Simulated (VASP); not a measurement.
HgTe (Coloradoite):

```
Hg Te
1.0
     0.00000    3.38064    3.38064
     3.38064    0.00000    3.38064
     3.38064    3.38064    0.00000
Hg Te
1 1
Direct
  0.00000 0.00000 0.00000
  0.25000 0.25000 0.25000
```

This cell differs from its parent crystal: strain +2.8%.

Base run:

```yaml
Program: VASP 6.6.1
Functional: PBE
Potentials_or_basis: VASP PAW PBE potentials, release 64 (Hg, Te)
Cutoff: 520 eV
k_mesh: 6 × 6 × 6
Occupations: fermi-dirac, width 0.02 eV
Spin: no spin polarisation
```

Its results: band gap on the k mesh zero (filled and empty bands touch); pressure -1.4 GPa.

Question: The run is repeated on the same cell with these changes: functional from PBE to r2SCAN. What comes out?

Answer: Band gap on the k mesh zero (filled and empty bands touch); pressure -2.7 GPa.

Caveats: spin-orbit coupling is left out, which moves the levels of the heavy elements; the PAW data sets were made with another functional, which shifts forces and pressure a little (some runs).
